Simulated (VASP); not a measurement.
A run of VASP 6.6.1 is set up as follows.

Contents of INCAR:

```
SYSTEM = ScWF
PREC = Accurate
ENCUT = 600
EDIFF = 1E-6
ISMEAR = 0
SIGMA = 0.1
LREAL = .FALSE.
LASPH = .TRUE.
NELM = 100
ALGO = Normal
ISIF = 3
LWAVE = .FALSE.
LCHARG = .FALSE.
GGA = PE
IBRION = 2
NSW = 100
EDIFFG = -0.01
```

File KPOINTS:

```
Automatic mesh
0
G
  15 15 12
  0 0 0
```

Contents of POSCAR:

```
ScWF
1.0
    3.9168255800      0.0000000000      0.0000000000
   -1.9584127900      3.3920704600      0.0000000000
    0.0000000000      0.0000000000      3.9069452700
Sc W F
1 1 1
Direct
    0.0000000000      0.0000000000      0.0000000000
    0.6666666700      0.3333333300      0.5000000000
    0.3333333300      0.6666666700      0.5000000000
```

Potentials or basis: VASP PAW PBE potentials, release 64 (Sc_sv, W_sv, F).

Run with:

```console
$ cat potpaw_PBE.64/Sc_sv/POTCAR potpaw_PBE.64/W_sv/POTCAR potpaw_PBE.64/F/POTCAR > POTCAR
$ mpirun -np 1 vasp_std > vasp.out
```

(1) What does it give for the relaxed cell?

(2) Predict the band gap on the k mesh.

Answers

(1) a = 3.766 Å, b = 3.766 Å, c = 4.157 Å, α = 90.00°, β = 90.00°, γ = 120.00°.

(2) zero (band 16 reaches 6.19 eV, above the bottom of band 17 at 5.79 eV).

Caveat: spin-orbit coupling is left out, which moves the levels of the heavy elements.
